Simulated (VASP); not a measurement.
# Ti in VASP: notebook

Ti is run at these levels: r2SCAN; tasks: single point.

All numbers are computed with VASP 6.6.1; they aren't measurements. Logs are shortened: lines on timing, memory, paths and dates and some standing lists are left out, and cuts for length are marked.

### Step 1. The cell of the first run

It takes space group Fm-3m (No. 225, cubic). The conventional cell has a = 4.385 Å, b = 4.385 Å, c = 4.385 Å, α = 90.00°, β = 90.00°, γ = 90.00°. Within 4.1 Å of Ti (site symmetry m-3m) lie 12 Ti at 3.10 Å.

### Step 2. Single point, r2SCAN (strain +0.080 along x and y, +0.080 along z)

POSCAR reads:

```
Ti
1.0
    0.0000000000      2.1924000000      2.1924000000
    2.1924000000      0.0000000000      2.1924000000
    2.1924000000      2.1924000000      0.0000000000
Ti
1
Direct
    0.0000000000      0.0000000000      0.0000000000
```

INCAR.step1 reads:

```
PREC = Accurate
ENCUT = 520
ISMEAR = 0
SIGMA = 0.15
LREAL = F
LASPH = T
NELM = 100
NBANDS = 12
GGA = PE
ALGO = Normal
EDIFF = 1E-4
LWAVE = T
LCHARG = F
```

INCAR.step2 reads:

```
PREC = Accurate
ENCUT = 520
EDIFF = 1E-6
ISMEAR = 0
SIGMA = 0.15
LREAL = F
LASPH = T
NELM = 100
ALGO = Normal
ISIF = 2
LWAVE = F
LCHARG = F
METAGGA = R2SCAN
LMIXTAU = T
NBANDS = 12
ISTART = 1
```

KPOINTS reads:

```
Automatic mesh
0
Gamma
  20 20 20
```

Potentials or basis: VASP PAW PBE potentials, release 64 (Ti_sv).

Launch:

```bash
$ cat potpaw_PBE.64/Ti_sv/POTCAR > POTCAR
$ cp INCAR.step1 INCAR
$ mpirun -np 1 vasp_std > vasp.out
$ cp INCAR.step2 INCAR
$ mpirun -np 1 vasp_std > vasp.out
```

OUTCAR:

```text
PREC = Accurate
   ENCUT = 520
   EDIFF = 1E-6
   ISMEAR = 0
   LREAL = F
   LASPH = T
   NELM = 100
   ISIF = 2
   METAGGA = R2SCAN
   ISTART = 1

 ion  position               nearest neighbor table
   1  0.000  0.000  0.000-

  LATTYP: Found a face centered cubic cell.
 ALAT       =     4.3848000000

  Lattice vectors:

 A1 = (   0.0000000000,   2.1924000000,   2.1924000000)
 A2 = (   2.1924000000,   0.0000000000,   2.1924000000)
 A3 = (   2.1924000000,   2.1924000000,   0.0000000000)

Analysis of symmetry for initial positions (statically):
=====================================================================
 Subroutine PRICEL returns:
 Original cell was already a primitive cell.

 Routine SETGRP: Setting up the symmetry group for a
 face centered cubic supercell.

 Subroutine GETGRP returns: Found 48 space group operations
 (whereof 48 operations were pure point group operations)
 out of a pool of 48 trial point group operations.

The static configuration has the point symmetry O_h .

Analysis of symmetry for dynamics (positions and initial velocities):
=====================================================================
 Subroutine PRICEL returns:
 Original cell was already a primitive cell.

 Routine SETGRP: Setting up the symmetry group for a
 face centered cubic supercell.

 Subroutine GETGRP returns: Found 48 space group operations
 (whereof 48 operations were pure point group operations)
 out of a pool of 48 trial point group operations.

The dynamic configuration has the point symmetry O_h .

 Subroutine INISYM returns: Found 48 space group operations
 (whereof 48 operations are pure point group operations),
 and found     1 'primitive' translations

----------------------------------------------------------------------------------------

                                     Primitive cell

  volume of cell :      21.0761

  direct lattice vectors                    reciprocal lattice vectors
     0.000000000  2.192400000  2.192400000    -0.228060573  0.228060573  0.228060573
     2.192400000  0.000000000  2.192400000     0.228060573 -0.228060573  0.228060573
     2.192400000  2.192400000  0.000000000     0.228060573  0.228060573 -0.228060573

  length of vectors
     3.100521814  3.100521814  3.100521814     0.395012499  0.395012499  0.395012499

  position of ions in fractional coordinates (direct lattice)
     0.000000000  0.000000000  0.000000000

  ion indices of the primitive-cell ions
   primitive index   ion index
                 1           1

----------------------------------------------------------------------------------------

 KPOINTS: Automatic mesh

Automatic generation of k-mesh.
 Grid dimensions read from file:
 generate k-points for:   20   20   20

 Generating k-lattice:

  Cartesian coordinates                     Fractional coordinates (reciprocal lattice)
    -0.011403029  0.011403029  0.011403029     0.050000000  0.000000000  0.000000000
     0.011403029 -0.011403029  0.011403029     0.000000000  0.050000000  0.000000000
     0.011403029  0.011403029 -0.011403029     0.000000000  0.000000000  0.050000000

  Length of vectors
     0.019750625  0.019750625  0.019750625

  Shift w.r.t. Gamma in fractional coordinates (k-lattice)
     0.000000000  0.000000000  0.000000000

 Subroutine IBZKPT returns following result:
 ===========================================

 Found    256 irreducible k-points:

 Following reciprocal coordinates:
            Coordinates               Weight
  0.000000  0.000000  0.000000      1.000000
  0.050000  0.000000  0.000000      8.000000
  0.100000  0.000000  0.000000      8.000000
  0.150000  0.000000  0.000000      8.000000
  0.200000  0.000000  0.000000      8.000000
  0.250000  0.000000  0.000000      8.000000
[... 16 lines left out ...]
 -0.400000  0.050000  0.000000     24.000000
 -0.350000  0.050000  0.000000     24.000000
 [... further k-points ...]
   k-points           NKPTS =    256   k-points in BZ     NKDIM =    256   number of bands    NBANDS=     12
   number of dos      NEDOS =    301   number of ions     NIONS =      1
   total plane-waves  NPLWV =  13824
   dimension x,y,z NGX =    24 NGY =   24 NGZ =   24
   dimension x,y,z NGXF=    48 NGYF=   48 NGZF=   48
   ions per type =               1
   NGX,Y,Z   is equivalent  to a cutoff of  12.87, 12.87, 12.87 a.u.
   NGXF,Y,Z  is equivalent  to a cutoff of  25.74, 25.74, 25.74 a.u.
 SYSTEM =  unknown system
   PREC   = accura    normal or accurate (medium, high low for compatibility)
   ISTART =      1    job   : 0-new  1-cont  2-samecut
   ICHARG =      0    charge: 1-file 2-atom 10-const
   ISPIN  =      1    spin polarized calculation?
   LNONCOLLINEAR =      F non collinear calculations
   LSORBIT =      F    spin-orbit coupling
   LASPH  =      T    aspherical Exc in radial PAW
   ENCUT  =  520.0 eV  38.22 Ry    6.18 a.u.   5.76  5.76  5.76*2*pi/ulx,y,z
   NELM   =    100;   NELMIN=  2; NELMDL=  0     # of ELM steps
   EDIFF  = 0.1E-05   stopping-criterion for ELM
   LREAL  =      F    real-space projection
   EDIFFG = 0.1E-04   stopping-criterion for IOM
   NSW    =      0    number of steps for IOM
   IBRION =     -1    ionic relax: 0-MD 1-quasi-New 2-CG
   NFREE  =      0    steps in history (QN), initial steepest desc. (CG)
   ISIF   =      2    stress and relaxation
   ISYM   =      2    0-nonsym 1-usesym 2-fastsym
   POTIM  = 0.5000    time-step for ionic-motion
   TEBEG  =    0.0;   TEEND  =   0.0 temperature during run
   PSTRESS=    0.0 pullay stress
   NELECT =      12.0000    total number of electrons
   NUPDOWN=      -1.0000    fix difference up-down
   EMIN   =  10.00;   EMAX   =-10.00  energy-range for DOS
   EFERMI =   0.00;   METHOD = LEGACY
   ISMEAR =     0;   SIGMA  =   0.15  broadening in eV -4-tet -1-fermi 0-gaus
   EFERMI_NEDOS =   21; number of points for ismear=-14 and -15
   IALGO  =     38    algorithm
   IMIX   =      4    mixing-type and parameters
     AMIX     =   0.40;   BMIX     =  1.00
     AMIX_MAG =   1.60;   BMIX_MAG =  1.00
  volume/ion in A,a.u.               =      21.08       142.23
  Fermi-wavevector in a.u.,A,eV,Ry     =   1.356872  2.564116 25.049698  1.841101
  Thomas-Fermi vector in A             =   2.483838
   LORBIT       =      0    0 simple, 1 ext, 2 COOP (PROOUT), +10 PAW based schemes
   METAGGA = R2SCAN    functional components
   LHFCALC =     F    Hartree Fock is set to
   AEXX    =    0.0000 exact exchange contribution
   IVDW    =     0    specifies the selected vdW correction
   LEPSILON=     F    determine dielectric tensor
   LRPA    =     F    only Hartree local field effects (RPA)
 non-spin polarized calculation
 Gauss-broadening in eV      SIGMA  =   0.15
  energy-cutoff  :      520.00
  volume of cell :       21.08
 maximum number of plane-waves:       588
   NGX = 11   NGY = 11   NGZ = 11

 number of electron      11.9999995 magnetization

 Free energy of the ion-electron system (eV)
  ---------------------------------------------------
  ext. energy  EPLUGINS =         0.00000000
  ---------------------------------------------------
  free energy    TOTEN  =       -12.69037321 eV

  energy without entropy =      -12.66988874  energy(sigma->0) =      -12.68013098

 E-fermi :   6.3095     XC(G=0): -11.4584

 val. band max:        6.2997325997   @ k =   0.2000   0.2000   0.0000
 cond. band min:       6.3185294556   @ k =  -0.4500   0.0500   0.0000
 fundamental gap:      0.0187968559
 Fermi energy:         6.3095202118

 k-point     1 :       0.0000    0.0000    0.0000
  band No.  band energies     occupation
      1     -53.1416      2.00000
      2     -28.1038      2.00000
      3     -28.1037      2.00000
      4     -28.1037      2.00000
      5       0.3355      2.00000
      6       7.1447      0.00000
      7       7.1447      0.00000
      8       7.1447      0.00000
      9       8.5609      0.00000
     10       8.5609      0.00000
     11      21.0659      0.00000
     12      24.9862      0.00000

 k-point     2 :       0.0500    0.0000    0.0000
  band No.  band energies     occupation
      1     -53.1402      2.00000
      2     -28.1129      2.00000
      3     -28.1050      2.00000
      4     -28.1050      2.00000
      5       0.4066      2.00000
      6       7.1033      0.00000
      7       7.1685      0.00000
      8       7.1685      0.00000
      9       8.5462      0.00000
     10       8.5462      0.00000
     11      21.0839      0.00000
     12      24.2604      0.00000

 k-point     3 :       0.1000    0.0000    0.0000
  band No.  band energies     occupation
      1     -53.1362      2.00000
      2     -28.1392      2.00000
      3     -28.1084      2.00000
      4     -28.1084      2.00000
      5       0.6173      2.00000
      6       6.9869      0.00000
      7       7.2331      0.00000
      8       7.2331      0.00000
      9       8.5104      0.00000
     10       8.5104      0.00000
     11      21.0285      0.00000
     12      22.9994      0.00000
[... 286 lines left out ...]
 k-point    23 :      -0.4000    0.0500    0.0000
  band No.  band energies     occupation
      1     -53.0880      2.00000
      2     -28.4402      2.00000
      3     -28.1576      2.00000
      4     -28.1481      2.00000
      5       3.7929      2.00000
      6       6.2319      1.53590
      7       7.1354      0.00000
      8       7.2098      0.00000
      9       9.1080      0.00000
     10       9.3497      0.00000
     11      13.7360      0.00000
     12      20.4703      0.00000

 k-point    24 :      -0.3500    0.0500    0.0000
  band No.  band energies     occupation
      1     -53.0936      2.00000
      2     -28.4059      2.00000
      3     -28.1539      2.00000
      4     -28.1421      2.00000
      5       3.3669      2.00000
      6       6.1809      1.77481
      7       7.1968      0.00000
      8       7.2742      0.00000
      9       8.9028      0.00000
     10       9.1958      0.00000
     11      14.7247      0.00000
     12      20.7046      0.00000

 [... further k-points ...]

------------------------ aborting loop because EDIFF is reached ----------------------------------------

  FORCE on cell =-STRESS in cart. coord.  units (eV):
  Direction    XX          YY          ZZ          XY          YZ          ZX
  --------------------------------------------------------------------------------------
  -------------------------------------------------------------------------------------
  Total       -2.0078173     -2.0078173     -2.0078173     -0.0000000      0.0000000      0.0000000
  in kB     -152.6319295   -152.6319295   -152.6319295     -0.0000000      0.0000000      0.0000000
  external PRESSURE =    -152.6319295 kB  Pullay stress =       0.0000000 kB

 VOLUME and BASIS-vectors are now :
 -----------------------------------------------------------------------------
  energy-cutoff  :      520.00
  volume of cell :       21.08
      direct lattice vectors                 reciprocal lattice vectors
     0.000000000  2.192400000  2.192400000    -0.228060573  0.228060573  0.228060573
     2.192400000  0.000000000  2.192400000     0.228060573 -0.228060573  0.228060573
     2.192400000  2.192400000  0.000000000     0.228060573  0.228060573 -0.228060573

 POSITION                                       TOTAL-FORCE (eV/Angst)
 -----------------------------------------------------------------------------------
      0.00000      0.00000      0.00000         0.000000      0.000000     -0.000000
 -----------------------------------------------------------------------------------
    total drift:                                0.000000      0.000000     -0.000000

  FREE ENERGIE OF THE ION-ELECTRON SYSTEM (eV)
  ---------------------------------------------------
  free  energy   TOTEN  =       -12.6903732132 eV

  energy  without entropy=      -12.6698887426  energy(sigma->0) =      -12.68013098
```

Wall time 67 s (1 thread of Intel Xeon 6975P-C (Granite Rapids), shared host); peak memory 0.19 GiB.

What came out:

- Free energy: -12.6904 eV
- Pressure: -15.3 GPa
- Band gap on the k mesh: zero (band 6 reaches 7.14 eV, above the bottom of band 7 at 5.96 eV)

Caveat: the cell differs from its parent crystal (strain +0.080 along x and y, +0.080 along z); the PAW data sets were made with another functional, which shifts forces and pressure a little.

### Step 3. Single point, r2SCAN (strain -0.080 along x and y, -0.040 along z)

POSCAR reads:

```
Ti
1.0
    0.0000000000      1.8676000000      1.9488000000
    1.8676000000      0.0000000000      1.9488000000
    1.8676000000      1.8676000000      0.0000000000
Ti
1
Direct
    0.0000000000      0.0000000000      0.0000000000
```

INCAR.step1 reads:

```
SYSTEM = Ti
PREC     = Accurate       ! precision mode
ENCUT    = 520            ! plane-wave cutoff, eV
ISMEAR   = 0              ! smearing method
SIGMA    = 0.15           ! smearing width, eV
LREAL    = .FALSE.        ! projectors in reciprocal space
LASPH    = .TRUE.         ! aspherical terms in the spheres
NELM     = 80             ! most SCF steps
NBANDS   = 12             ! bands
GGA      = PE             ! functional
ALGO     = Normal         ! electronic algorithm
EDIFF    = 1E-4           ! SCF threshold, eV
LWAVE    = .TRUE.         ! write WAVECAR
LCHARG   = .FALSE.        ! write CHGCAR
```

INCAR.step2 reads:

```
SYSTEM = Ti
PREC     = Accurate       ! precision mode
ENCUT    = 520            ! plane-wave cutoff, eV
EDIFF    = 1E-6           ! SCF threshold, eV
ISMEAR   = 0              ! smearing method
SIGMA    = 0.15           ! smearing width, eV
LREAL    = .FALSE.        ! projectors in reciprocal space
LASPH    = .TRUE.         ! aspherical terms in the spheres
NELM     = 80             ! most SCF steps
ALGO     = Normal         ! electronic algorithm
ISIF     = 2              ! what is computed and relaxed
LWAVE    = .FALSE.        ! write WAVECAR
LCHARG   = .TRUE.         ! write CHGCAR
METAGGA  = R2SCAN         ! meta-GGA
LMIXTAU  = .TRUE.       
LELF     = .TRUE.         ! ELF
LVHAR    = .TRUE.       
NBANDS   = 12             ! bands
ISTART   = 1
```

KPOINTS reads:

```
regular mesh
0
G
  20 20 20
  0 0 0
```

Potentials or basis: VASP PAW PBE potentials, release 64 (Ti_sv).

Launch:

```bash
$ cat potpaw_PBE.64/Ti_sv/POTCAR > POTCAR
$ cp INCAR.step1 INCAR
$ mpirun -np 1 vasp_std > vasp.out
$ cp INCAR.step2 INCAR
$ mpirun -np 1 vasp_std > vasp.out
```

Run time: 2.5 min. Hardware: 1 thread of Intel Xeon 6975P-C (Granite Rapids), shared host; peak memory 0.22 GiB.

Results (log left out):

| Item | Value |
| --- | --- |
| Free energy | -12.4728 eV |
| Pressure | 40.8 GPa |
| Band gap on the k mesh | zero (band 6 reaches 12.13 eV, above the bottom of band 7 at 10.46 eV) |

Stress tensor (GPa, compression positive):
```
41.07  0.00  0.00
 0.00 41.07  0.00
 0.00  0.00 40.13
```

Levels at points of the mesh, in eV from the Fermi level:
```csv
k point,band 4,band 5,band 6,band 7,band 8,band 9
"(0.00, 0.00, 0.00)",-33.05,-6.87,0.83,1.28,1.28,3.26
"(0.50, 0.00, 0.00)",-33.19,-3.34,0.71,1.20,1.37,4.93
"(0.50, 0.50, 0.00)",-33.50,-3.68,-2.52,3.67,5.10,5.39
"(0.50, 0.00, 0.50)",-33.54,-3.75,-2.68,4.69,5.05,5.22
```

Caveat: the cell differs from its parent crystal (strain -0.080 along x and y, -0.040 along z); the PAW data sets were made with another functional, which shifts forces and pressure a little.
